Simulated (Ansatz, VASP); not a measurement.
**Two plane-wave programs on CsCr**

INCAR

```
PREC     = Accurate       # precision mode
ENCUT    = 600            # plane-wave cutoff, eV
EDIFF    = 1E-7           # SCF threshold, eV
ISMEAR   = 0              # smearing method
SIGMA    = 0.1            # smearing width, eV
LREAL    = F              # projectors in reciprocal space
LASPH    = T              # aspherical terms in the spheres
NELM     = 150            # most SCF steps
ALGO     = Fast           # electronic algorithm
ISIF     = 3              # what is computed and relaxed
LWAVE    = F              # write WAVECAR
LCHARG   = F              # write CHGCAR
ISPIN    = 2              # spin polarisation
MAGMOM   = 0.15 4.96      # initial moments
LORBIT   = 11             # projections on sites
LMAXMIX  = 4              # l up to which the mixer works
GGA      = PE             # functional
IBRION   = 2              # ionic algorithm
NSW      = 90             # ionic steps
EDIFFG   = -0.04          # ionic threshold
```

File KPOINTS:

```
regular mesh
0
Gamma
  4 4 4
```

POSCAR

```
CsCr
1.0
    3.8867304651      0.0000000000      0.0000000000
    0.0000000000      3.8867304651      0.0000000000
    0.0000000000      0.0000000000      3.8867304651
Cs Cr
1 1
Direct
    0.0000000000      0.0000000000      0.0000000000
    0.5000000000      0.5000000000      0.5000000000
```

Input for Ansatz:

```yaml
crystal:
  lattice:
    - [3.8867304651, 0.0, 0.0]
    - [0.0, 3.8867304651, 0.0]
    - [0.0, 0.0, 3.8867304651]
  atoms:
    - { symbol: Cs, position: [0.0, 0.0, 0.0], spin: 0.15 }
    - { symbol: Cr, position: [0.5, 0.5, 0.5], spin: 4.96 }
basis:
  ecutwfc: 420
kpoints:
  mp_grid: { grid: [4, 4, 4] }
hamiltonian:
  xc: pbe
scf:
  occupations: { method: gaussian, width: 0.1 }
  lower_state_search: "off"
output:
  forces: true
  stress: true
  eigenvalues: true
  populations: true
magnetization:
  spin_polarized: true
relax:
  adjacent_minimum: "off"
  f_tol: 0.04
  max_steps: 70
  cell: { stress_tol: 0.4 }
```

Alike in both runs: task relaxation of cell and atoms; functional PBE; k mesh 4 × 4 × 4; occupations gaussian, width 0.1 eV; collinear spin.

|  | VASP | Ansatz |
| --- | --- | --- |
| version | VASP 6.6.1 | Ansatz 0.2.0 |
| potentials or method | VASP PAW PBE potentials, release 64 (Cs_sv, Cr_pv), cutoff 600 eV | scalar-relativistic, plane waves, PAW |
| valence electrons in the cell | 21 | 23 |

```tsv
	VASP	Ansatz	Ansatz less VASP
gap on the k mesh at the Fermi level, each at its own relaxed structure (eV)	none	none	-
net moment per atom (μB)	2.53	2.53	0.000
size of the moment on the site where the two differ most (μB)	4.25	4.77	+0.511
relaxed volume (Å³/atom)	49.12	49.90	+0.782
relaxed cell length with the largest relative difference (Å)	4.614	4.638	+0.0244
```

Site moments also hang on the region over which each program counts them. A gap of «none» marks a metal or a gap that the smearing closes. VASP's potentials hold 21 valence electrons a cell and Ansatz's 23, so a difference there can come from the potentials and not from the codes.

The k mesh is coarse, so the values compare programs but aren't converged. Spin-orbit coupling is off throughout. Noted on VASP's run: the volume moved by over 15 % at a fixed basis, so the end points are rough.
